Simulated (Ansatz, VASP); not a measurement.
**ZrPdSe4 in VASP and in Ansatz**

```
CELL_PARAMETERS angstrom
4.92781 0.00000 0.00000
-2.46391 4.26761 0.00000
0.00000 0.00000 5.74592
ATOMIC_POSITIONS crystal
Zr 0.00000 0.00000 0.50000
Pd 0.00000 0.00000 0.00000
Se 0.66667 0.33333 0.27487
Se 0.33333 0.66667 0.72513
Se 0.33333 0.66667 0.27487
Se 0.66667 0.33333 0.72513
```

Change from the starting cell: species swapped into the MgAlB4 type (P6/mmm, No. 191).

Alike in both runs: functional PBE; k mesh 6 × 6 × 4; occupations gaussian, width 0.1 eV; no spin polarisation.

Ansatz relaxed the structure, and its values are those at the end. VASP's run is a single point on that final structure, the one shown.

|  | VASP | Ansatz |
| --- | --- | --- |
| version | VASP 6.6.1 | Ansatz 0.2.0 |
| potentials or method | VASP PAW PBE potentials, release 64 (Zr_sv, Pd, Se), cutoff 520 eV | scalar-relativistic, plane waves, PAW |
| valence electrons in the cell | 46 | 94 |

Ansatz gave:

- gap on the k mesh at the Fermi level (eV): none
- pressure (GPa): 0.0
- rms of the force components (eV/Å): 0.006

Q: What did VASP give for the same quantities?

A: gap on the k mesh at the Fermi level (eV): none; pressure (GPa): 0.1; rms of the force components (eV/Å): 0.011.

A gap of «none» marks a metal or a gap that the smearing closes. VASP's potentials hold 46 valence electrons a cell and Ansatz's 94, so a difference there can come from the potentials and not from the codes.
